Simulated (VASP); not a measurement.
# GaN (P6_3mc) in VASP: further runs

GaN is run at these levels: PBE; tasks: single point, relaxation of cell and atoms.

Program: VASP 6.6.1. These are calculated values, not measurements. Logs are shortened: lines on timing, memory, paths and dates and some standing lists are left out, and cuts for length are marked.

**Measured values to compare with.**

“Studying electronic properties in GaN without electrical contacts using γ-γ vs e−-γ Perturbed Angular Correlations”, 2019, pmc:6823545 quotes, for a bulk crystal of GaN: band gap 3.503 ± 0.005 eV (direct).

The runs below are set against these values where they give the same quantity.

## Step 1: The cell of the first run

The structure is hexagonal, space group P6_3mc (No. 186). The conventional cell has a = 3.218 Å, b = 3.218 Å, c = 5.243 Å, α = 90.00°, β = 90.00°, γ = 120.00°. Within 2.6 Å of Ga (site symmetry 3m) lie 4 N at 1.97 to 1.98 Å. N (site symmetry 3m) has 4 Ga at 1.97 to 1.98 Å within 2.6 Å.

## Step 2: Single point, PBE

Contents of INCAR:

```
SYSTEM = GaN
ALGO     = Normal         ! electronic algorithm
EDIFF    = 1E-6           ! SCF threshold, eV
ENCUT    = 520            ! plane-wave cutoff, eV
GGA      = PE             ! functional
ISIF     = 2              ! what is computed and relaxed
ISMEAR   = 0              ! smearing method
LASPH    = .True.         ! aspherical terms in the spheres
LCHARG   = .False.        ! write CHGCAR
LREAL    = .False.        ! projectors in reciprocal space
LWAVE    = .False.        ! write WAVECAR
NBANDS   = 26             ! bands
NELM     = 60             ! most SCF steps
PREC     = Accurate       ! precision mode
SIGMA    = 0.02           ! smearing width, eV
```

Contents of KPOINTS:

```
k-points
0
Gamma
  12 12 6
  0 0 0
```

Contents of POSCAR:

```
GaN
1.0
    3.2183742772      0.0000000000      0.0000000000
   -1.6091871386      2.7871938830      0.0000000000
    0.0000000000      0.0000000000      5.2431950386
Ga N
2 2
Direct
    0.3333333333      0.6666666667      0.0016368912
    0.6666666667      0.3333333333      0.5016368912
    0.3333333333      0.6666666667      0.3783631088
    0.6666666667      0.3333333333      0.8783631088
```

Potentials or basis: VASP PAW PBE potentials, release 64 (Ga_d, N).

Launch:

```console
> cat potpaw_PBE.64/Ga_d/POTCAR potpaw_PBE.64/N/POTCAR > POTCAR
> mpirun -np 1 vasp_std > vasp.out
```

OUTCAR:

```text
SYSTEM = GaN
   EDIFF = 1E-6
   ENCUT = 520
   GGA = PE
   ISIF = 2
   ISMEAR = 0
   LASPH = .True.
   LREAL = .False.
   NELM = 60
   PREC = Accurate

 ion  position               nearest neighbor table
   1  0.333  0.667  0.002-   4 1.97   4 1.97   4 1.97   3 1.98
   2  0.667  0.333  0.502-   3 1.97   3 1.97   3 1.97   4 1.98
   3  0.333  0.667  0.378-   2 1.97   2 1.97   2 1.97   1 1.98
   4  0.667  0.333  0.878-   1 1.97   1 1.97   1 1.97   2 1.98

  LATTYP: Found a hexagonal cell.
 ALAT       =     3.2183742772
 C/A-ratio  =     1.6291439674

  Lattice vectors:

 A1 = (   3.2183742772,   0.0000000000,   0.0000000000)
 A2 = (  -1.6091871386,   2.7871938830,   0.0000000000)
 A3 = (   0.0000000000,   0.0000000000,   5.2431950386)

Analysis of symmetry for initial positions (statically):
=====================================================================
 Subroutine PRICEL returns:
 Original cell was already a primitive cell.

 Routine SETGRP: Setting up the symmetry group for a
 hexagonal supercell.

 Subroutine GETGRP returns: Found 12 space group operations
 (whereof  6 operations were pure point group operations)
 out of a pool of 24 trial point group operations.

The static configuration has the point symmetry C_3v.
 The point group associated with its full space group is C_6v.

Analysis of symmetry for dynamics (positions and initial velocities):
=====================================================================
 Subroutine PRICEL returns:
 Original cell was already a primitive cell.

 Routine SETGRP: Setting up the symmetry group for a
 hexagonal supercell.

 Subroutine GETGRP returns: Found 12 space group operations
 (whereof  6 operations were pure point group operations)
 out of a pool of 24 trial point group operations.

The dynamic configuration has the point symmetry C_3v.
 The point group associated with its full space group is C_6v.

 Subroutine INISYM returns: Found 12 space group operations
 (whereof  6 operations are pure point group operations),
 and found     1 'primitive' translations

----------------------------------------------------------------------------------------

                                     Primitive cell

  volume of cell :      47.0327

  direct lattice vectors                    reciprocal lattice vectors
     3.218374277  0.000000000  0.000000000     0.310715881  0.179391898  0.000000000
    -1.609187139  2.787193883  0.000000000     0.000000000  0.358783795  0.000000000
     0.000000000  0.000000000  5.243195039     0.000000000  0.000000000  0.190723403

  length of vectors
     3.218374277  3.218374277  5.243195039     0.358783795  0.358783795  0.190723403

  position of ions in fractional coordinates (direct lattice)
     0.333333333  0.666666667  0.001636891
     0.666666667  0.333333333  0.501636891
     0.333333333  0.666666667  0.378363109
     0.666666667  0.333333333  0.878363109

  ion indices of the primitive-cell ions
   primitive index   ion index
                 1           1
                 2           2
                 3           3
                 4           4

----------------------------------------------------------------------------------------

 KPOINTS: k-points

Automatic generation of k-mesh.
 Grid dimensions read from file:
 generate k-points for:   12   12    6

 Generating k-lattice:

  Cartesian coordinates                     Fractional coordinates (reciprocal lattice)
     0.025892990  0.014949325  0.000000000     0.083333333  0.000000000  0.000000000
     0.000000000  0.029898650  0.000000000     0.000000000  0.083333333  0.000000000
     0.000000000  0.000000000  0.031787234     0.000000000  0.000000000  0.166666667

  Length of vectors
     0.029898650  0.029898650  0.031787234

  Shift w.r.t. Gamma in fractional coordinates (k-lattice)
     0.000000000  0.000000000  0.000000000

 Subroutine IBZKPT returns following result:
 ===========================================

 Found     76 irreducible k-points:

 Following reciprocal coordinates:
            Coordinates               Weight
  0.000000  0.000000  0.000000      1.000000
  0.083333 -0.000000  0.000000      6.000000
  0.166667  0.000000  0.000000      6.000000
  0.250000 -0.000000  0.000000      6.000000
  0.333333 -0.000000  0.000000      6.000000
  0.416667 -0.000000  0.000000      6.000000
[... 16 lines left out ...]
  0.250000 -0.000000  0.166667     12.000000
  0.333333 -0.000000  0.166667     12.000000
 [... further k-points ...]
   k-points           NKPTS =     76   k-points in BZ     NKDIM =     76   number of bands    NBANDS=     26
   number of dos      NEDOS =    301   number of ions     NIONS =      4
   total plane-waves  NPLWV =  23040
   dimension x,y,z NGX =    24 NGY =   24 NGZ =   40
   dimension x,y,z NGXF=    48 NGYF=   48 NGZF=   80
   ions per type =               2   2
   NGX,Y,Z   is equivalent  to a cutoff of  12.40, 12.40, 12.68 a.u.
   NGXF,Y,Z  is equivalent  to a cutoff of  24.79, 24.79, 25.37 a.u.
 SYSTEM =  GaN
   PREC   = accura    normal or accurate (medium, high low for compatibility)
   ISTART =      0    job   : 0-new  1-cont  2-samecut
   ICHARG =      2    charge: 1-file 2-atom 10-const
   ISPIN  =      1    spin polarized calculation?
   LNONCOLLINEAR =      F non collinear calculations
   LSORBIT =      F    spin-orbit coupling
   LASPH  =      T    aspherical Exc in radial PAW
   ENCUT  =  520.0 eV  38.22 Ry    6.18 a.u.   5.98  5.98  9.75*2*pi/ulx,y,z
   NELM   =     60;   NELMIN=  2; NELMDL= -5     # of ELM steps
   EDIFF  = 0.1E-05   stopping-criterion for ELM
   LREAL  =      F    real-space projection
   EDIFFG = 0.1E-04   stopping-criterion for IOM
   NSW    =      0    number of steps for IOM
   IBRION =     -1    ionic relax: 0-MD 1-quasi-New 2-CG
   NFREE  =      0    steps in history (QN), initial steepest desc. (CG)
   ISIF   =      2    stress and relaxation
   ISYM   =      2    0-nonsym 1-usesym 2-fastsym
   POTIM  = 0.5000    time-step for ionic-motion
   TEBEG  =    0.0;   TEEND  =   0.0 temperature during run
   PSTRESS=    0.0 pullay stress
   NELECT =      36.0000    total number of electrons
   NUPDOWN=      -1.0000    fix difference up-down
   EMIN   =  10.00;   EMAX   =-10.00  energy-range for DOS
   EFERMI =   0.00;   METHOD = LEGACY
   ISMEAR =     0;   SIGMA  =   0.02  broadening in eV -4-tet -1-fermi 0-gaus
   EFERMI_NEDOS =   21; number of points for ismear=-14 and -15
   IALGO  =     38    algorithm
   IMIX   =      4    mixing-type and parameters
     AMIX     =   0.40;   BMIX     =  1.00
     AMIX_MAG =   1.60;   BMIX_MAG =  1.00
  volume/ion in A,a.u.               =      11.76        79.35
  Fermi-wavevector in a.u.,A,eV,Ry     =   1.497531  2.829923 30.512403  2.242598
  Thomas-Fermi vector in A             =   2.609407
   LORBIT       =      0    0 simple, 1 ext, 2 COOP (PROOUT), +10 PAW based schemes
   GGA     = PE    functional components
   LHFCALC =     F    Hartree Fock is set to
   AEXX    =    0.0000 exact exchange contribution
   IVDW    =     0    specifies the selected vdW correction
   LEPSILON=     F    determine dielectric tensor
   LRPA    =     F    only Hartree local field effects (RPA)
 non-spin polarized calculation
 Gauss-broadening in eV      SIGMA  =   0.02
  energy-cutoff  :      520.00
  volume of cell :       47.03
 maximum number of plane-waves:      1290
 NGX is ok and might be reduce to    24
   NGX = 11   NGY = 11   NGZ = 19

 number of electron      35.9999963 magnetization

 Free energy of the ion-electron system (eV)
  ---------------------------------------------------
  ext. energy  EPLUGINS =         0.00000000
  ---------------------------------------------------
  free energy    TOTEN  =       -24.32786681 eV

  energy without entropy =      -24.32786681  energy(sigma->0) =      -24.32786681

 E-fermi :   5.1645     XC(G=0): -11.5150

 val. band max:        5.0086683422   @ k =   0.0000   0.0000   0.0000
 cond. band min:       6.7244451733   @ k =   0.0000   0.0000   0.0000
 fundamental gap:      1.7157768311
 Fermi energy:         5.1644531238

 k-point     1 :       0.0000    0.0000    0.0000
  band No.  band energies     occupation
      1     -10.7266      2.00000
      2      -9.9034      2.00000
      3      -8.4118      2.00000
      4      -8.3974      2.00000
      5      -8.3974      2.00000
      6      -8.3417      2.00000
[... 18 lines left out ...]
     25      16.4966      0.00000
     26      16.4966      0.00000

 k-point     2 :       0.0833   -0.0000    0.0000
  band No.  band energies     occupation
      1     -10.6623      2.00000
      2      -9.8877      2.00000
      3      -8.4059      2.00000
      4      -8.3882      2.00000
      5      -8.3738      2.00000
      6      -8.3345      2.00000
[... 18 lines left out ...]
     25      16.1516      0.00000
     26      16.6457      0.00000

 k-point     3 :       0.1667    0.0000    0.0000
  band No.  band energies     occupation
      1     -10.4885      2.00000
      2      -9.8492      2.00000
      3      -8.3836      2.00000
      4      -8.3656      2.00000
      5      -8.3202      2.00000
      6      -8.2948      2.00000
[... 18 lines left out ...]
     25      16.1660      0.00000
     26      16.9981      0.00000

 k-point     4 :       0.2500   -0.0000    0.0000
  band No.  band energies     occupation
      1     -10.2634      2.00000
      2      -9.8076      2.00000
      3      -8.3605      2.00000
      4      -8.3433      2.00000
      5      -8.2817      2.00000
      6      -8.2483      2.00000
[... 18 lines left out ...]
     25      16.2715      0.00000
     26      17.4651      0.00000
[... 496 lines left out ...]
      1     -10.4234      2.00000
      2      -9.8661      2.00000
      3      -8.3801      2.00000
      4      -8.3625      2.00000
      5      -8.3247      2.00000
      6      -8.3011      2.00000
[... 18 lines left out ...]
     25      15.7799      0.00000
     26      16.7993      0.00000

 k-point    23 :       0.2500   -0.0000    0.1667
  band No.  band energies     occupation
      1     -10.2121      2.00000
      2      -9.8170      2.00000
      3      -8.3607      2.00000
      4      -8.3374      2.00000
      5      -8.2938      2.00000
      6      -8.2550      2.00000
[... 18 lines left out ...]
     25      15.9152      0.00000
     26      17.3064      0.00000

 k-point    24 :       0.3333   -0.0000    0.1667
  band No.  band energies     occupation
      1     -10.0303      2.00000
      2      -9.7811      2.00000
      3      -8.3522      2.00000
      4      -8.3229      2.00000
      5      -8.2690      2.00000
      6      -8.2108      2.00000
[... 18 lines left out ...]
     25      16.1692      0.00000
     26      17.8819      0.00000

 [... further k-points ...]

------------------------ aborting loop because EDIFF is reached ----------------------------------------

  FORCE on cell =-STRESS in cart. coord.  units (eV):
  Direction    XX          YY          ZZ          XY          YZ          ZX
  --------------------------------------------------------------------------------------
  -------------------------------------------------------------------------------------
  Total        0.0371078      0.0371078      0.0462095      0.0000000      0.0000000      0.0000000
  in kB        1.2640856      1.2640856      1.5741360      0.0000000      0.0000000      0.0000000
  external PRESSURE =       1.3674357 kB  Pullay stress =       0.0000000 kB

 VOLUME and BASIS-vectors are now :
 -----------------------------------------------------------------------------
  energy-cutoff  :      520.00
  volume of cell :       47.03
      direct lattice vectors                 reciprocal lattice vectors
     3.218374277  0.000000000  0.000000000     0.310715881  0.179391898  0.000000000
    -1.609187139  2.787193883  0.000000000     0.000000000  0.358783795  0.000000000
     0.000000000  0.000000000  5.243195039     0.000000000  0.000000000  0.190723403

 POSITION                                       TOTAL-FORCE (eV/Angst)
 -----------------------------------------------------------------------------------
     -0.00000      1.85813      0.00858         0.000000     -0.000000      0.000256
      1.60919      0.92906      2.63018        -0.000000      0.000000      0.000256
     -0.00000      1.85813      1.98383         0.000000     -0.000000     -0.000256
      1.60919      0.92906      4.60543        -0.000000      0.000000     -0.000256
 -----------------------------------------------------------------------------------
    total drift:                               -0.000001     -0.000001      0.000974

  FREE ENERGIE OF THE ION-ELECTRON SYSTEM (eV)
  ---------------------------------------------------
  free  energy   TOTEN  =       -24.3278668104 eV

  energy  without entropy=      -24.3278668104  energy(sigma->0) =      -24.32786681
```

Run time: 33 s. Hardware: 1 thread of AMD EPYC 9R45 (Zen 5), shared host; peak memory 0.18 GiB.

Results:

```yaml
Free_energy: -24.3279 eV
Pressure: 0.1 GPa
Band_gap_on_the_k_mesh: 1.72 eV
```

[end of part 1 of 2]
